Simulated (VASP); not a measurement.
# Bi (Ia-3) in VASP: notebook, part 2 of 2

VASP 6.6.1.

## (3) Relaxation of cell and atoms, PBE

This run uses another cell than the first one, of 35.20 Å³/atom, 0.818 times its volume.

INCAR

```
PREC     = Accurate       # precision mode
ENCUT    = 600            # plane-wave cutoff, eV
EDIFF    = 1E-6           # SCF threshold, eV
ISMEAR   = 0              # smearing method
SIGMA    = 0.1            # smearing width, eV
LREAL    = False          # projectors in reciprocal space
LASPH    = True           # aspherical terms in the spheres
NELM     = 100            # most SCF steps
ALGO     = Normal         # electronic algorithm
ISIF     = 3              # what is computed and relaxed
LWAVE    = False          # write WAVECAR
LCHARG   = False          # write CHGCAR
GGA      = PE             # functional
IBRION   = 2              # ionic algorithm
NSW      = 90             # ionic steps
EDIFFG   = -0.04          # ionic threshold
```

KPOINTS

```
Automatic mesh
0
Gamma
  4 4 4
```

POSCAR

```
Bi
1.0
   -4.1289894600      4.1289894600      4.1289894600
    4.1289894600     -4.1289894600      4.1289894600
    4.1289894600      4.1289894600     -4.1289894600
Bi
8
Direct
    0.2060000000      0.2060000000      0.2060000000
    0.5000000000      0.0000000000      0.2940000000
    0.2940000000      0.5000000000      0.0000000000
    0.0000000000      0.2940000000      0.5000000000
    0.7940000000      0.7940000000      0.7940000000
    0.5000000000      0.0000000000      0.7060000000
    0.7060000000      0.5000000000      0.0000000000
    0.0000000000      0.7060000000      0.5000000000
```

Potentials or basis: VASP PAW PBE potentials, release 64 (Bi_d).

The run is started by

```sh
$ cat potpaw_PBE.64/Bi_d/POTCAR > POTCAR
$ mpirun -np 1 vasp_std > vasp.out
```

OUTCAR:

```text
PREC = Accurate
   ENCUT = 600
   EDIFF = 1E-6
   ISMEAR = 0
   LREAL = False
   LASPH = True
   NELM = 100
   ISIF = 3
   GGA = PE
   IBRION = 2
   NSW = 90
   EDIFFG = -0.04

 ion  position               nearest neighbor table
   1  0.206  0.206  0.206-   5 2.95   3 2.96   4 2.96   2 2.96
   2  0.500  0.000  0.294-   6 2.95   4 2.96   1 2.96   3 2.96
   3  0.294  0.500  0.000-   7 2.95   2 2.96   1 2.96   4 2.96
   4  0.000  0.294  0.500-   8 2.95   3 2.96   1 2.96   2 2.96
   5  0.794  0.794  0.794-   1 2.95   6 2.96   7 2.96   8 2.96
   6  0.500  0.000  0.706-   2 2.95   5 2.96   7 2.96   8 2.96
   7  0.706  0.500  0.000-   3 2.95   5 2.96   8 2.96   6 2.96
   8  0.000  0.706  0.500-   4 2.95   5 2.96   6 2.96   7 2.96

  LATTYP: Found a body centered cubic cell.
 ALAT       =     8.2579789200

  Lattice vectors:

 A1 = (  -4.1289894600,   4.1289894600,   4.1289894600)
 A2 = (   4.1289894600,  -4.1289894600,   4.1289894600)
 A3 = (   4.1289894600,   4.1289894600,  -4.1289894600)

Analysis of symmetry for initial positions (statically):
=====================================================================
 Subroutine PRICEL returns:
 Original cell was already a primitive cell.

 Routine SETGRP: Setting up the symmetry group for a
 body centered cubic supercell.

 Subroutine GETGRP returns: Found 24 space group operations
 (whereof  6 operations were pure point group operations)
 out of a pool of 48 trial point group operations.

The static configuration has the point symmetry S_6 .
 The point group associated with its full space group is T_h .

Analysis of symmetry for dynamics (positions and initial velocities):
=====================================================================
 Subroutine PRICEL returns:
 Original cell was already a primitive cell.

 Routine SETGRP: Setting up the symmetry group for a
 body centered cubic supercell.

 Subroutine GETGRP returns: Found 24 space group operations
 (whereof  6 operations were pure point group operations)
 out of a pool of 48 trial point group operations.

The dynamic configuration has the point symmetry S_6 .
 The point group associated with its full space group is T_h .

 Subroutine INISYM returns: Found 24 space group operations
[... 97 lines left out ...]
   NFREE  =      1    steps in history (QN), initial steepest desc. (CG)
   ISIF   =      3    stress and relaxation
   ISYM   =      2    0-nonsym 1-usesym 2-fastsym
   POTIM  = 0.5000    time-step for ionic-motion
   TEBEG  =    0.0;   TEEND  =   0.0 temperature during run
   PSTRESS=    0.0 pullay stress
   NELECT =     120.0000    total number of electrons
   NUPDOWN=      -1.0000    fix difference up-down
   EMIN   =  10.00;   EMAX   =-10.00  energy-range for DOS
   EFERMI =   0.00;   METHOD = LEGACY
   ISMEAR =     0;   SIGMA  =   0.10  broadening in eV -4-tet -1-fermi 0-gaus
   EFERMI_NEDOS =   21; number of points for ismear=-14 and -15
   IALGO  =     38    algorithm
   IMIX   =      4    mixing-type and parameters
     AMIX     =   0.40;   BMIX     =  1.00
     AMIX_MAG =   1.60;   BMIX_MAG =  1.00
  volume/ion in A,a.u.               =      35.20       237.52
  Fermi-wavevector in a.u.,A,eV,Ry     =   1.231983  2.328111 20.650688  1.517783
  Thomas-Fermi vector in A             =   2.366771
   LORBIT       =      0    0 simple, 1 ext, 2 COOP (PROOUT), +10 PAW based schemes
   GGA     = PE    functional components
   LHFCALC =     F    Hartree Fock is set to
   AEXX    =    0.0000 exact exchange contribution
   IVDW    =     0    specifies the selected vdW correction
   LEPSILON=     F    determine dielectric tensor
   LRPA    =     F    only Hartree local field effects (RPA)
 conjugate gradient relaxation of ions
 non-spin polarized calculation
 Gauss-broadening in eV      SIGMA  =   0.10
  energy-cutoff  :      600.00
  volume of cell :      281.57
 maximum number of plane-waves:      9453
 NGX is ok and might be reduce to    60
   NGX = 29   NGY = 29   NGZ = 29

--------------------------------------- Ionic step        1  -------------------------------------------

 number of electron     120.0000019 magnetization

 Free energy of the ion-electron system (eV)
  ---------------------------------------------------
  ext. energy  EPLUGINS =         0.00000000
  ---------------------------------------------------
  free energy    TOTEN  =       -28.38365783 eV

  energy without entropy =      -28.35986057  energy(sigma->0) =      -28.37175920

 E-fermi :   6.7636     XC(G=0):  -9.4371

 val. band max:        6.7354091966   @ k =   0.5000   0.5000   0.5000
 cond. band min:       6.8068147578   @ k =   0.2500   0.2500   0.0000
 fundamental gap:      0.0714055612
 Fermi energy:         6.7635612454

 k-point     1 :       0.0000    0.0000    0.0000
  band No.  band energies     occupation
      1     -16.6245      2.00000
      2     -16.6141      2.00000
      3     -16.6141      2.00000
      4     -16.6141      2.00000
      5     -16.6087      2.00000
      6     -16.6087      2.00000
[... 840 lines left out ...]
--------------------------------------- Ionic step        7  -------------------------------------------

 number of electron     119.9999965 magnetization

 Free energy of the ion-electron system (eV)
  ---------------------------------------------------
  ext. energy  EPLUGINS =         0.00000000
  ---------------------------------------------------
  free energy    TOTEN  =       -29.84764899 eV

  energy without entropy =      -29.80815383  energy(sigma->0) =      -29.82790141

 E-fermi :   4.6652     XC(G=0):  -8.5115

 val. band max:        4.6323846227   @ k =   0.5000   0.0000   0.0000
 cond. band min:       4.6874694600   @ k =  -0.2500   0.2500   0.2500
 fundamental gap:      0.0550848373
 Fermi energy:         4.6651582516

 k-point     1 :       0.0000    0.0000    0.0000
  band No.  band energies     occupation
      1     -18.3941      2.00000
      2     -18.3782      2.00000
      3     -18.3782      2.00000
      4     -18.3782      2.00000
      5     -18.3532      2.00000
      6     -18.3532      2.00000
[... 624 lines left out ...]
  FREE ENERGIE OF THE ION-ELECTRON SYSTEM (eV)
  ---------------------------------------------------
  free  energy   TOTEN  =       -29.8476489852 eV

  energy  without entropy=      -29.8081538346  energy(sigma->0) =      -29.82790141

 reached required accuracy - stopping structural energy minimisation
```

OSZICAR:

```text
N       E                     dE             d eps       ncg     rms          rms(c)
DAV:   1     0.168029310469E+04    0.16803E+04   -0.65598E+04  1160   0.223E+03
DAV:   2     0.222042395885E+03   -0.14583E+04   -0.14350E+04  1152   0.649E+02
DAV:   3    -0.117924318410E+02   -0.23383E+03   -0.22804E+03  1296   0.248E+02
DAV:   4    -0.277841682580E+02   -0.15992E+02   -0.15779E+02  1328   0.651E+01
[... 70 lines left out ...]
DAV:   5    -0.298476553577E+02    0.85889E-06   -0.61336E-05  1256   0.291E-02    0.144E-02
DAV:   6    -0.298476468274E+02    0.85302E-05   -0.14258E-05  1248   0.159E-02    0.249E-03
DAV:   7    -0.298476478884E+02   -0.10610E-05   -0.21915E-06   768   0.925E-03    0.109E-03
DAV:   8    -0.298476492344E+02   -0.13459E-05   -0.37020E-07   576   0.437E-03    0.406E-04
DAV:   9    -0.298476489852E+02    0.24918E-06   -0.94789E-08   576   0.221E-03
   7 F= -.29847649E+02 E0= -.29827901E+02  d E =-.611800E-01
```

CONTCAR:

```text
Bi
   1.00000000000000
    -4.4147139774824007    4.4147139774824007    4.4147139774824007
     4.4147139774824007   -4.4147139774824007    4.4147139774824007
     4.4147139774824007    4.4147139774824007   -4.4147139774824007
  Bi
     8
Direct
     0.2003746404723344    0.2003746404723344    0.2003746404723344
     0.5000000000000000    0.0000000000000000    0.2996253595276656
     0.2996253595276656    0.5000000000000000    1.0000000000000000
     0.0000000000000000    0.2996253595276656    0.5000000000000000
     0.7996253595276657    0.7996253595276657    0.7996253595276657
     0.5000000000000000    0.0000000000000000    0.7003746404723343
     0.7003746404723343    0.5000000000000000    0.0000000000000000
     0.0000000000000000    0.7003746404723343    0.5000000000000000

  0.00000000E+00  0.00000000E+00  0.00000000E+00
  0.00000000E+00  0.00000000E+00  0.00000000E+00
  0.00000000E+00  0.00000000E+00  0.00000000E+00
  0.00000000E+00  0.00000000E+00  0.00000000E+00
  0.00000000E+00  0.00000000E+00  0.00000000E+00
  0.00000000E+00  0.00000000E+00  0.00000000E+00
  0.00000000E+00  0.00000000E+00  0.00000000E+00
  0.00000000E+00  0.00000000E+00  0.00000000E+00
```

Run time: 20 min. Hardware: 1 thread of Intel Xeon Platinum 8488C (Sapphire Rapids), shared host; peak memory 0.57 GiB.

What came out:

```
Free energy                            : -29.8476 eV
Relaxed volume                         : 43.02 Å³/atom
Relaxed cell                           : a = 7.647 Å, b = 7.647 Å, c = 7.647 Å, α = 109.47°, β = 109.47°, γ = 109.47°
Space group after relaxing (to 0.05 Å) : Ia-3 (No. 206)
Energy gained by relaxing              : 183.0 meV/atom
Ionic steps                            : 7
Pressure after relaxing                : 0.0 GPa
Band gap on the k mesh                 : zero (band 60 reaches 5.05 eV, above the bottom of band 61 at 4.49 eV)
```

Step by step:
```
step  energy change (eV)  largest force (eV/Å)  pressure (GPa)  volume (Å³)
   1              0.0000                0.4403            9.55       281.57
   2             -0.9812                0.5163           -2.93       376.07
   3             -1.4032                0.2551            0.08       336.33
   4             -1.4028                0.2653           -0.05       337.49
   5             -1.4244                0.2180           -0.08       338.81
   6             -1.4615                0.0599           -0.06       342.78
   7             -1.4640                0.0002           -0.04       344.17
```

Final structure:
```
Bi
1.0
    -4.41471    4.41471    4.41471
     4.41471   -4.41471    4.41471
     4.41471    4.41471   -4.41471
Bi
8
Direct
  0.20037 0.20037 0.20037
  0.50000 0.00000 0.29963
  0.29963 0.50000 0.00000
  0.00000 0.29963 0.50000
  0.79963 0.79963 0.79963
  0.50000 0.00000 0.70037
  0.70037 0.50000 0.00000
  0.00000 0.70037 0.50000
```

Levels at points of the mesh, in eV from the Fermi level:
```
           k point  band 57  band 58  band 59  band 60  band 61  band 62  band 63  band 64
(0.00, 0.00, 0.00)    -1.33    -1.33    -1.33     0.38     0.38     0.38     1.45     1.45
(0.50, 0.00, 0.00)    -1.71    -1.71    -0.39    -0.39    -0.03    -0.03     1.39     1.39
(0.50, 0.50, 0.50)    -1.30    -1.30    -0.17    -0.17    -0.17     0.54     0.87     0.87
```

Caveat: the volume moved by over 15 % at a fixed basis, so the end points are rough; spin-orbit coupling is left out, which moves the levels of the heavy elements.

## (4) Single point, PBE

This run uses another cell than the first one, of 35.20 Å³/atom, 0.818 times its volume.

INCAR

```
PREC = Accurate
ENCUT = 520
EDIFF = 1E-6
ISMEAR = 0
SIGMA = 0.1
LREAL = F
LASPH = T
NELM = 80
ALGO = Fast
ISIF = 2
LWAVE = F
LCHARG = F
GGA = PE
NBANDS = 70
```

KPOINTS

```
regular mesh
0
Gamma
  4 4 4
```

POSCAR is that of step 3.

The run is started by

```sh
$ cat potpaw_PBE.64/Bi_d/POTCAR > POTCAR
$ mpirun -np 1 vasp_std > vasp.out
```

Run time: 4.9 min. Hardware: 1 thread of AMD EPYC 7R13 (Zen 3), shared host; peak memory 0.4 GiB.

It converged, with:

* Free energy: -28.3829 eV
* Pressure: 9.5 GPa
* Largest force: 0.439 eV/Å
* Band gap on the k mesh: zero (band 60 reaches 7.44 eV, above the bottom of band 61 at 6.60 eV)

Forces on the atoms (eV/Å):
```
Bi   0.253  0.253  0.253
Bi  -0.253 -0.253  0.253
Bi   0.253 -0.253 -0.253
Bi  -0.253  0.253 -0.253
Bi  -0.253 -0.253 -0.253
Bi   0.253  0.253 -0.253
Bi  -0.253  0.253  0.253
Bi   0.253 -0.253  0.253
```

Levels at points of the mesh, in eV from the Fermi level:
```
           k point  band 58  band 59  band 60  band 61  band 62  band 63
(0.00, 0.00, 0.00)    -1.31    -1.31     0.67     0.67     0.67     1.73
(0.50, 0.00, 0.00)    -1.93    -0.39    -0.39    -0.16    -0.16     1.54
(0.50, 0.50, 0.50)    -1.40    -0.03    -0.03    -0.03     0.07     0.95
```

Caveat: spin-orbit coupling is left out, which moves the levels of the heavy elements.

## (5) Summary

| task | cell | cutoff (eV) | gap on the mesh (eV) | pressure (GPa) | largest force (eV/Å) |
| --- | --- | --- | --- | --- | --- |
| single point | a = 7.647 Å, angles 109.5°, 8 atoms | 520 | none | -0.1 | 0.01 |
| relaxation of cell and atoms | relaxed from a = 7.152 Å, angles 109.5°, 8 atoms | 600 | none | 0.0 | - |
| single point | a = 7.152 Å, angles 109.5°, 8 atoms | 520 | none | 9.5 | 0.44 |

Alike in all rows: level PBE; potentials or basis VASP PAW PBE potentials, release 64 (Bi_d); no spin polarisation; k mesh 4 × 4 × 4; smearing gaussian 0.1 eV.

Caveats: spin-orbit coupling is left out, which moves the levels of the heavy elements; the volume moved by over 15 % at a fixed basis, so the end points are rough (some runs).

Absolute energies hang on the potentials; compare differences alone.
